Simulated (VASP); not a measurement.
# AlNi (Cmmm) in VASP: further runs

AlNi is run at these levels: PBEsol; tasks: single point.

Everything below comes from runs of VASP 6.6.1. Logs are shortened: lines on timing, memory, paths and dates and some standing lists are left out, and cuts for length are marked.

### Step 1. The cell of the first run

It takes space group Cmmm (No. 65, orthorhombic). The conventional cell has a = 3.877 Å, b = 3.906 Å, c = 3.099 Å, α = 90.00°, β = 90.00°, γ = 90.00°. Within 3.3 Å of Al (site symmetry mmm) lie 8 Ni at 2.48 to 2.49 Å and 6 Al at 2.75 to 3.10 Å. Within 3.3 Å of Ni (site symmetry mmm) lie 8 Al at 2.48 to 2.49 Å and 6 Ni at 2.75 to 3.10 Å.

### Step 2. Single point, PBEsol

Input file INCAR:

```
PREC = Accurate
ENCUT = 520
EDIFF = 1E-7
ISMEAR = 1
SIGMA = 0.3
LREAL = F
LASPH = T
NELM = 80
ALGO = Fast
ISIF = 2
LWAVE = F
LCHARG = F
GGA = PS
NBANDS = 14
```

Input file KPOINTS:

```
Automatic mesh
0
Gamma
  16 16 14
```

Input file POSCAR:

```
AlNi
1.0
    1.9386940000     -1.9531901500      0.0000000000
    1.9386940000      1.9531901500      0.0000000000
    0.0000000000      0.0000000000      3.0994300413
Al Ni
1 1
Direct
    0.0000000000      0.0000000000      0.0000000000
    0.5000000000      0.5000000000      0.5000000000
```

Potentials or basis: VASP PAW PBE potentials, release 64 (Al, Ni).

Launch:

```bash
cat potpaw_PBE.64/Al/POTCAR potpaw_PBE.64/Ni/POTCAR > POTCAR
mpirun -np 1 vasp_std > vasp.out
```

OUTCAR:

```text
PREC = Accurate
   ENCUT = 520
   EDIFF = 1E-7
   ISMEAR = 1
   LREAL = F
   LASPH = T
   NELM = 80
   ISIF = 2
   GGA = PS

 ion  position               nearest neighbor table
   1  0.000  0.000  0.000-   2 2.48   2 2.48   2 2.48   2 2.48   2 2.49   2 2.49   2 2.49   2 2.49

   2  0.500  0.500  0.500-   1 2.48   1 2.48   1 2.48   1 2.48   1 2.49   1 2.49   1 2.49   1 2.49

  LATTYP: Found a base centered orthorhombic cell.
 ALAT       =     3.8773880000
 B/A-ratio  =     1.0074772759
 C/A-ratio  =     0.7993603017

  Lattice vectors:

 A1 = (   1.9386940000,  -1.9531901500,   0.0000000000)
 A2 = (   1.9386940000,   1.9531901500,   0.0000000000)
 A3 = (   0.0000000000,   0.0000000000,   3.0994300413)

Analysis of symmetry for initial positions (statically):
=====================================================================
 Subroutine PRICEL returns:
 Original cell was already a primitive cell.

 Routine SETGRP: Setting up the symmetry group for a
 base centered orthorhombic supercell.

 Subroutine GETGRP returns: Found  8 space group operations
 (whereof  8 operations were pure point group operations)
 out of a pool of  8 trial point group operations.

The static configuration has the point symmetry D_2h.

Analysis of symmetry for dynamics (positions and initial velocities):
=====================================================================
 Subroutine PRICEL returns:
 Original cell was already a primitive cell.

 Routine SETGRP: Setting up the symmetry group for a
 base centered orthorhombic supercell.

 Subroutine GETGRP returns: Found  8 space group operations
 (whereof  8 operations were pure point group operations)
 out of a pool of  8 trial point group operations.

The dynamic configuration has the point symmetry D_2h.

 Subroutine INISYM returns: Found  8 space group operations
 (whereof  8 operations are pure point group operations),
 and found     1 'primitive' translations

----------------------------------------------------------------------------------------

                                     Primitive cell

  volume of cell :      23.4728

  direct lattice vectors                    reciprocal lattice vectors
     1.938694000 -1.953190150  0.000000000     0.257905580 -0.255991461  0.000000000
     1.938694000  1.953190150  0.000000000     0.257905580  0.255991461  0.000000000
     0.000000000  0.000000000  3.099430041     0.000000000  0.000000000  0.322639965

  length of vectors
     2.751996764  2.751996764  3.099430041     0.363382603  0.363382603  0.322639965

  position of ions in fractional coordinates (direct lattice)
     0.000000000  0.000000000  0.000000000
     0.500000000  0.500000000  0.500000000

  ion indices of the primitive-cell ions
   primitive index   ion index
                 1           1
                 2           2

----------------------------------------------------------------------------------------

 KPOINTS: Automatic mesh

Automatic generation of k-mesh.
 Grid dimensions read from file:
 generate k-points for:   16   16   14

 Generating k-lattice:

  Cartesian coordinates                     Fractional coordinates (reciprocal lattice)
     0.016119099 -0.015999466  0.000000000     0.062500000  0.000000000  0.000000000
     0.016119099  0.015999466  0.000000000     0.000000000  0.062500000  0.000000000
     0.000000000  0.000000000  0.023045712     0.000000000  0.000000000  0.071428571

  Length of vectors
     0.022711413  0.022711413  0.023045712

  Shift w.r.t. Gamma in fractional coordinates (k-lattice)
     0.000000000  0.000000000  0.000000000

 Subroutine IBZKPT returns following result:
 ===========================================

 Found    584 irreducible k-points:

 Following reciprocal coordinates:
            Coordinates               Weight
  0.000000  0.000000  0.000000      1.000000
  0.062500  0.000000  0.000000      4.000000
  0.125000  0.000000  0.000000      4.000000
  0.187500  0.000000  0.000000      4.000000
  0.250000  0.000000  0.000000      4.000000
  0.312500 -0.000000  0.000000      4.000000
[... 16 lines left out ...]
 -0.125000  0.062500  0.000000      4.000000
 -0.062500  0.062500  0.000000      2.000000
 [... further k-points ...]
   k-points           NKPTS =    584   k-points in BZ     NKDIM =    584   number of bands    NBANDS=     14
   number of dos      NEDOS =    301   number of ions     NIONS =      2
   total plane-waves  NPLWV =   9600
   dimension x,y,z NGX =    20 NGY =   20 NGZ =   24
   dimension x,y,z NGXF=    40 NGYF=   40 NGZF=   48
   ions per type =               1   1
   NGX,Y,Z   is equivalent  to a cutoff of  12.08, 12.08, 12.87 a.u.
   NGXF,Y,Z  is equivalent  to a cutoff of  24.16, 24.16, 25.75 a.u.
 SYSTEM =  unknown system
   PREC   = accura    normal or accurate (medium, high low for compatibility)
   ISTART =      0    job   : 0-new  1-cont  2-samecut
   ICHARG =      2    charge: 1-file 2-atom 10-const
[... 73 lines left out ...]
     10      17.3244      0.00000
     11      18.8099      0.00000
     12      24.7655      0.00000
     13      30.5550      0.00000
     14      30.5642      0.00000

 k-point     2 :       0.0625    0.0000    0.0000
  band No.  band energies     occupation
      1      -1.0577      2.00000
      2       6.7357      2.00000
      3       6.8654      2.00000
      4       8.4308      2.00000
      5       8.4968      2.00000
      6       8.7632      2.00000
      7      13.2047     -0.00000
      8      16.0820     -0.00000
      9      17.3024      0.00000
     10      17.4394      0.00000
     11      19.6455      0.00000
     12      25.1328      0.00000
     13      29.3942      0.00000
     14      30.5735      0.00000

 k-point     3 :       0.1250    0.0000    0.0000
  band No.  band energies     occupation
      1      -0.8223      2.00000
      2       6.7903      2.00000
      3       6.8829      2.00000
      4       8.2774      2.00000
      5       8.5089      2.00000
      6       8.6757      2.00000
      7      13.5551     -0.00000
      8      14.4878     -0.00000
      9      17.4954      0.00000
     10      17.5847      0.00000
     11      20.6716      0.00000
     12      26.2275      0.00000
     13      27.6539      0.00000
     14      30.5347      0.00000

 k-point     4 :       0.1875    0.0000    0.0000
  band No.  band energies     occupation
      1      -0.4333      2.00000
      2       6.8036      2.00000
      3       6.9323      2.00000
      4       8.0709      2.00000
      5       8.5285      2.00000
      6       8.5502      2.00000
      7      12.9456     -0.00000
      8      14.0904     -0.00000
      9      17.5777      0.00000
     10      18.0355      0.00000
     11      21.4296      0.00000
     12      25.9372      0.00000
     13      27.8819      0.00000
     14      28.9552      0.00000

 k-point     5 :       0.2500    0.0000    0.0000
  band No.  band energies     occupation
      1       0.1042      2.00000
      2       6.6507      2.00000
      3       7.0375      2.00000
      4       7.8550      2.00000
      5       8.4094      2.00000
      6       8.5520      2.00000
      7      11.6175     -0.00000
      8      14.7703     -0.00000
      9      17.6863      0.00000
     10      18.6360      0.00000
     11      22.0290      0.00000
[... 276 lines left out ...]
 k-point    22 :      -0.1875    0.0625    0.0000
  band No.  band energies     occupation
      1      -0.3597      2.00000
      2       6.8265      2.00000
      3       6.9498      2.00000
      4       8.0772      2.00000
      5       8.4806      2.00000
      6       8.5074      2.00000
      7      13.0074     -0.00000
      8      14.1979     -0.00000
      9      16.8116      0.00000
     10      18.1308      0.00000
     11      22.1928      0.00000
     12      26.0032      0.00000
     13      27.7313      0.00000
     14      28.2100      0.00000

 k-point    23 :      -0.1250    0.0625    0.0000
  band No.  band energies     occupation
      1      -0.7466      2.00000
      2       6.8097      2.00000
      3       6.8985      2.00000
      4       8.2806      2.00000
      5       8.4590      2.00000
      6       8.6370      2.00000
      7      13.6689     -0.00000
      8      14.5271     -0.00000
      9      16.4982      0.00000
     10      17.9153      0.00000
     11      21.3812      0.00000
     12      26.4089      0.00000
     13      27.7143      0.00000
     14      29.5836      0.00000

 k-point    24 :      -0.0625    0.0625    0.0000
  band No.  band energies     occupation
      1      -0.9803      2.00000
      2       6.7564      2.00000
      3       6.8760      2.00000
      4       8.4253      2.00000
      5       8.4509      2.00000
      6       8.7290      2.00000
      7      13.3244     -0.00000
      8      15.9160     -0.00000
      9      16.4440      0.00000
     10      17.7567      0.00000
     11      20.3286      0.00000
     12      25.4402      0.00000
     13      29.3236      0.00000
     14      29.5894      0.00000

 [... further k-points ...]

------------------------ aborting loop because EDIFF is reached ----------------------------------------

  FORCE on cell =-STRESS in cart. coord.  units (eV):
  Direction    XX          YY          ZZ          XY          YZ          ZX
  --------------------------------------------------------------------------------------
  -------------------------------------------------------------------------------------
  Total        0.5285851      0.3007331     -0.5891373      0.0000000      0.0000000      0.0000000
  in kB       36.0794449     20.5270318    -40.2125398      0.0000000      0.0000000      0.0000000
  external PRESSURE =       5.4646457 kB  Pullay stress =       0.0000000 kB

 VOLUME and BASIS-vectors are now :
 -----------------------------------------------------------------------------
  energy-cutoff  :      520.00
  volume of cell :       23.47
      direct lattice vectors                 reciprocal lattice vectors
     1.938694000 -1.953190150  0.000000000     0.257905580 -0.255991461  0.000000000
     1.938694000  1.953190150  0.000000000     0.257905580  0.255991461  0.000000000
     0.000000000  0.000000000  3.099430041     0.000000000  0.000000000  0.322639965

 POSITION                                       TOTAL-FORCE (eV/Angst)
 -----------------------------------------------------------------------------------
      0.00000      0.00000      0.00000        -0.000000      0.000000      0.000000
      1.93869      0.00000      1.54972         0.000000     -0.000000      0.000000
 -----------------------------------------------------------------------------------
    total drift:                                0.000000      0.000000      0.000000

  FREE ENERGIE OF THE ION-ELECTRON SYSTEM (eV)
  ---------------------------------------------------
  free  energy   TOTEN  =       -11.5414732033 eV

  energy  without entropy=      -11.5406853073  energy(sigma->0) =      -11.54121057
```

It took 2.5 min on 1 thread of Intel Xeon Platinum 8259CL at 2.50GHz (Skylake/Cascade Lake), shared host; peak memory 0.29 GiB.

Results:

```yaml
Free_energy: -11.5415 eV
Pressure: 0.5 GPa
Band_gap_on_the_k_mesh: zero (an odd number of electrons rules out a gap without spin polarisation)
```

Levels at points of the mesh, in eV from the Fermi level:
| k point | band 3 | band 4 | band 5 | band 6 | band 7 | band 8 | band 9 | band 10 | band 11 | band 12 |
| --- | --- | --- | --- | --- | --- | --- | --- | --- | --- | --- |
| (0.00, 0.00, 0.00) | -3.29 | -1.66 | -1.64 | -1.35 | 2.94 | 7.04 | 7.08 | 7.18 | 8.66 | 14.62 |
| (0.50, 0.00, 0.00) | -2.81 | -2.76 | -2.07 | -1.53 | -0.36 | 7.78 | 7.94 | 9.39 | 11.62 | 12.73 |
| (0.50, 0.50, 0.00) | -2.45 | -2.45 | -2.43 | -2.31 | -0.85 | 2.21 | 3.31 | 10.80 | 13.52 | 13.65 |
| (0.00, 0.00, 0.50) | -2.98 | -2.10 | -2.08 | -1.31 | -1.25 | 8.42 | 11.18 | 11.22 | 11.52 | 11.53 |
| (0.50, 0.00, 0.50) | -3.44 | -2.86 | -2.00 | -1.91 | -1.22 | 1.30 | 2.21 | 13.62 | 15.58 | 16.12 |
| (0.50, 0.50, 0.50) | -4.14 | -1.19 | -0.84 | 1.84 | 2.07 | 2.19 | 3.97 | 4.08 | 4.17 | 5.39 |

Caveat: the stress differs along the axes, from -4 to 4 GPa; so wide a smearing shifts energies and pressures; the PAW data sets were made with another functional, which shifts forces and pressure a little.

### Step 3. Single point, PBEsol

Input file INCAR:

```
SYSTEM = AlNi
PREC = Accurate
ENCUT = 520
EDIFF = 1E-6
ISMEAR = 1
SIGMA = 0.5
LREAL = .False.
LASPH = .True.
NELM = 100
ALGO = Fast
ISIF = 2
LWAVE = .False.
LCHARG = .True.
GGA = PS
LELF = .True.
LVHAR = .True.
NBANDS = 14
```

Input file KPOINTS:

```
regular mesh
0
Gamma
  16 16 14
  0 0 0
```

POSCAR is that of step 2.

Potentials or basis: VASP PAW PBE potentials, release 64 (Al, Ni).

Launch:

```bash
cat potpaw_PBE.64/Al/POTCAR potpaw_PBE.64/Ni/POTCAR > POTCAR
mpirun -np 1 vasp_std > vasp.out
```

It took 2.2 min on 1 thread of Intel Xeon Platinum 8259CL at 2.50GHz (Skylake/Cascade Lake), shared host; peak memory 0.29 GiB.

Results (log left out):

```yaml
Free_energy: -11.5429 eV
Pressure: 0.6 GPa
Band_gap_on_the_k_mesh: zero (an odd number of electrons rules out a gap without spin polarisation)
```

Stress tensor (GPa, compression positive):
```
 3.48  0.00  0.00
 0.00  1.89  0.00
 0.00  0.00 -3.66
```

Levels at points of the mesh, in eV from the Fermi level:
| k point | band 3 | band 4 | band 5 | band 6 | band 7 | band 8 | band 9 | band 10 | band 11 | band 12 |
| --- | --- | --- | --- | --- | --- | --- | --- | --- | --- | --- |
| (0.00, 0.00, 0.00) | -3.31 | -1.68 | -1.66 | -1.37 | 2.92 | 7.03 | 7.07 | 7.16 | 8.65 | 14.61 |
| (0.50, 0.00, 0.00) | -2.82 | -2.78 | -2.10 | -1.55 | -0.38 | 7.76 | 7.92 | 9.38 | 11.61 | 12.72 |
| (0.50, 0.50, 0.00) | -2.47 | -2.47 | -2.45 | -2.32 | -0.87 | 2.20 | 3.29 | 10.79 | 13.50 | 13.63 |
| (0.00, 0.00, 0.50) | -3.00 | -2.12 | -2.10 | -1.33 | -1.26 | 8.41 | 11.16 | 11.21 | 11.51 | 11.51 |
| (0.50, 0.00, 0.50) | -3.45 | -2.88 | -2.02 | -1.93 | -1.24 | 1.28 | 2.19 | 13.61 | 15.57 | 16.11 |
| (0.50, 0.50, 0.50) | -4.15 | -1.21 | -0.86 | 1.82 | 2.05 | 2.17 | 3.95 | 4.06 | 4.15 | 5.38 |

Caveat: the stress differs along the axes, from -4 to 3 GPa; so wide a smearing shifts energies and pressures; the PAW data sets were made with another functional, which shifts forces and pressure a little. Spin polarisation is off, so any magnetic state and its effect on volume and gap are missing.

### Step 4. Single point, PBEsol

Input file INCAR:

```
SYSTEM = AlNi
ALGO = Fast ; EDIFF = 1E-6
ENCUT = 520 ; GGA = PS
ISIF = 2 ; ISMEAR = 1
LASPH = .True. ; LCHARG = .False.
LREAL = .False. ; LWAVE = .False.
NBANDS = 14 ; NELM = 60
PREC = Accurate ; SIGMA = 0.02
```

Input file KPOINTS:

```
k-points
0
Gamma
  16 16 14
  0 0 0
```

POSCAR is that of step 3.

Launch:

```bash
cat potpaw_PBE.64/Al/POTCAR potpaw_PBE.64/Ni/POTCAR > POTCAR
mpirun -np 1 vasp_std > vasp.out
```

It took 2.2 min on 1 thread of Intel Xeon Platinum 8259CL at 2.50GHz (Skylake/Cascade Lake), shared host; peak memory 0.29 GiB.

It converged, with:

```
Free energy            : -11.5411 eV
Pressure               : 0.4 GPa
Band gap on the k mesh : zero (an odd number of electrons rules out a gap without spin polarisation)
```

Stress tensor (GPa, compression positive):
```
 3.55  0.00  0.00
 0.00  2.05  0.00
 0.00  0.00 -4.34
```

Levels at points of the mesh, in eV from the Fermi level:
| k point | band 3 | band 4 | band 5 | band 6 | band 7 | band 8 | band 9 | band 10 | band 11 | band 12 |
| --- | --- | --- | --- | --- | --- | --- | --- | --- | --- | --- |
| (0.00, 0.00, 0.00) | -3.31 | -1.69 | -1.67 | -1.37 | 2.92 | 7.02 | 7.06 | 7.16 | 8.64 | 14.60 |
| (0.50, 0.00, 0.00) | -2.83 | -2.78 | -2.10 | -1.55 | -0.38 | 7.76 | 7.92 | 9.37 | 11.60 | 12.71 |
| (0.50, 0.50, 0.00) | -2.48 | -2.47 | -2.45 | -2.33 | -0.87 | 2.19 | 3.29 | 10.78 | 13.50 | 13.63 |
| (0.00, 0.00, 0.50) | -3.00 | -2.13 | -2.10 | -1.33 | -1.27 | 8.40 | 11.16 | 11.20 | 11.50 | 11.51 |
| (0.50, 0.00, 0.50) | -3.46 | -2.88 | -2.02 | -1.93 | -1.25 | 1.27 | 2.18 | 13.60 | 15.56 | 16.10 |
| (0.50, 0.50, 0.50) | -4.16 | -1.21 | -0.86 | 1.81 | 2.05 | 2.17 | 3.95 | 4.06 | 4.15 | 5.37 |

Caveat: the stress differs along the axes, from -4 to 4 GPa; the PAW data sets were made with another functional, which shifts forces and pressure a little. Spin polarisation is off, so any magnetic state and its effect on volume and gap are missing.

### Step 5. Single point, PBEsol

Input file INCAR:

```
SYSTEM = AlNi
PREC = Accurate ; ENCUT = 520
EDIFF = 1E-6 ; ISMEAR = 1
SIGMA = 0.2 ; LREAL = .FALSE.
LASPH = .TRUE. ; NELM = 80
ALGO = Fast ; ISIF = 2
LWAVE = .FALSE. ; LCHARG = .TRUE.
GGA = PS ; LELF = .TRUE.
LVHAR = .TRUE. ; NBANDS = 14
```

Input file KPOINTS:

```
regular mesh
0
G
  16 16 14
  0 0 0
```

POSCAR is that of step 4.

Launch:

```bash
cat potpaw_PBE.64/Al/POTCAR potpaw_PBE.64/Ni/POTCAR > POTCAR
mpirun -np 1 vasp_std > vasp.out
```

Wall time 2.3 min (1 thread of Intel Xeon Platinum 8259CL at 2.50GHz (Skylake/Cascade Lake), shared host); peak memory 0.29 GiB.

The run converged. Its results:

```yaml
Free_energy: -11.5413 eV
Pressure: 0.3 GPa
Band_gap_on_the_k_mesh: zero (an odd number of electrons rules out a gap without spin polarisation)
```

Stress tensor (GPa, compression positive):
```
 3.38  0.00  0.00
 0.00  1.85  0.00
 0.00  0.00 -4.27
```

Levels at points of the mesh, in eV from the Fermi level:
```
           k point  band 5  band 6  band 7  band 8  band 9  band 10
(0.00, 0.00, 0.00)   -1.65   -1.35    2.93    7.04    7.08     7.18
(0.50, 0.00, 0.00)   -2.08   -1.53   -0.36    7.77    7.93     9.39
(0.50, 0.50, 0.00)   -2.43   -2.31   -0.85    2.21    3.31    10.80
(0.00, 0.00, 0.50)   -2.08   -1.31   -1.25    8.42   11.18    11.22
(0.50, 0.00, 0.50)   -2.00   -1.91   -1.23    1.29    2.20    13.62
(0.50, 0.50, 0.50)   -0.84    1.83    2.07    2.19    3.96     4.07
```

Caveat: the stress differs along the axes, from -4 to 3 GPa; the PAW data sets were made with another functional, which shifts forces and pressure a little. Spin polarisation is off, so any magnetic state and its effect on volume and gap are missing.

### Step 6. The runs side by side

```tsv
smearing	further INCAR settings	gap on the mesh (eV)	pressure (GPa)
methfessel-paxton 0.3 eV	ALGO = Fast; EDIFF = 1e-07; NBANDS = 14	none	0.5
methfessel-paxton 0.5 eV	ALGO = Fast; EDIFF = 1e-06; NBANDS = 14	none	0.6
methfessel-paxton 0.02 eV	ALGO = Fast; EDIFF = 1e-06; NBANDS = 14	none	0.4
methfessel-paxton 0.2 eV	ALGO = Fast; EDIFF = 1e-06; NBANDS = 14	none	0.3
```

Alike in all rows: task single point; level PBEsol; potentials or basis VASP PAW PBE potentials, release 64 (Al, Ni); no spin polarisation; cell as given; k mesh 16 × 16 × 14; cutoff (eV) 520.

Caveats: the PAW data sets were made with another functional, which shifts forces and pressure a little; the stress differs along the axes, from -4 to 4 GPa (at least some runs); so wide a smearing shifts energies and pressures (at least some runs); the stress differs along the axes, from -4 to 3 GPa (at least some runs).

Absolute energies hang on the potentials; compare differences alone.
